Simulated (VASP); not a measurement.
# Nb: single point with PBEsol

The system is Nb.

```xyz
1
Lattice="2.1296 0.0000 0.0000 0.0000 2.1296 0.0000 0.0000 0.0000 2.1296" Properties=species:S:1:pos:R:3 pbc="T T T"
Nb    0.0000    0.0000    0.0000
```

This cell differs from its parent crystal: volume scaled by 0.5.

| Item | Value |
| --- | --- |
| Program | VASP 6.6.1 |
| Task | single point |
| Functional | PBEsol |
| Potentials or basis | VASP PAW PBE potentials, release 64 (Nb_sv) |
| Cutoff | 520 eV |
| k mesh | 14 × 14 × 14 |
| Occupations | fermi-dirac, width 0.1 eV |
| Spin | no spin polarisation |

The pressure is 391.8 GPa.

Levels at points of the mesh, in eV from the Fermi level:
| k point | band 4 | band 5 | band 6 | band 7 | band 8 | band 9 | band 10 | band 11 |
| --- | --- | --- | --- | --- | --- | --- | --- | --- |
| (0.00, 0.00, 0.00) | -28.26 | -7.75 | -7.75 | -5.76 | 10.98 | 10.98 | 10.98 | 22.48 |
| (0.50, 0.00, 0.00) | -27.22 | -5.58 | -1.90 | 1.89 | 1.89 | 2.74 | 12.10 | 13.81 |
| (0.50, 0.50, 0.00) | -26.28 | -11.62 | -1.31 | 3.88 | 3.88 | 11.38 | 11.38 | 16.94 |
| (0.50, 0.50, 0.50) | -33.70 | -8.14 | -8.14 | -8.14 | 4.42 | 17.76 | 17.76 | 28.54 |

Wall time 6.8 s on 1 thread of AMD EPYC 7R13 Processor (Zen 3) (shared host), peak memory 0.09 GiB.

Caveat: the PAW data sets were made with another functional, which shifts forces and pressure a little.
